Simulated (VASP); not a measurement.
The system is Fe.

```xyz
1
Lattice="-1.4314 1.4314 1.4314 1.4314 -1.4314 1.4314 1.4314 1.4314 -1.4314" Properties=species:S:1:pos:R:3 pbc="T T T"
Fe    0.0000    0.0000    0.0000
```

Base run:

```yaml
Program: VASP 6.6.1
Functional: r2SCAN
Potentials_or_basis: VASP PAW PBE potentials, release 64 (Fe)
Cutoff: 520 eV
k_mesh: 15 × 15 × 15
Occupations: fermi-dirac, width 0.1 eV
Spin: collinear spin, ferromagnetic start
Starting_moments: "[1.2] μB"
Fixed_moment: 1.2 μB
```

Its results: pressure -21.0 GPa; site moments Fe +1.26 μB.

The run is repeated on the same cell with these changes: fixed moment from 1.2 μB to 0.6 μB; moments at the start from [1.2] to [0.6]. What comes out?

Pressure -21.5 GPa; site moments Fe +0.65 μB.

Caveats: the PAW data sets were made with another functional, which shifts forces and pressure a little; the total moment is fixed, so each spin has its own Fermi level.
